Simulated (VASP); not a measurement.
A run of VASP 6.6.1:

Contents of INCAR:

```
SYSTEM = Pb
PREC = Accurate ; ENCUT = 520
EDIFF = 1E-6 ; ISMEAR = -1
SIGMA = 0.05 ; LREAL = .FALSE.
LASPH = .TRUE. ; NELM = 60
ALGO = Normal ; ISIF = 2
LWAVE = .FALSE. ; LCHARG = .FALSE.
GGA = PE ; NBANDS = 21
```

File KPOINTS:

```
regular mesh
0
G
  9 9 5
  0 0 0
```

File POSCAR:

```
Pb
1.0
    3.4566435916      0.0000000000      0.0000000000
   -1.7283217958      2.9935411621      0.0000000000
    0.0000000000      0.0000000000      5.5524820910
Pb
2
Direct
    0.6666666667      0.3333333333      0.7500000000
    0.3333333333      0.6666666667      0.2500000000
```

Potentials or basis: VASP PAW PBE potentials, release 64 (Pb_d).

The run is started by

```sh
$ cat potpaw_PBE.64/Pb_d/POTCAR > POTCAR
$ mpirun -np 1 vasp_std > vasp.out
```

Hardware: 1 thread of Intel(R) Xeon(R) Platinum 8259CL CPU @ 2.50GHz (Skylake/Cascade Lake), with other jobs on the host.

Q: Estimate the wall time of this run.

A: Run time: 33 s on 1 thread of Intel(R) Xeon(R) Platinum 8259CL CPU @ 2.50GHz (Skylake/Cascade Lake) (shared host), peak memory 0.18 GiB. Counts: scf iterations 10, k points 36.
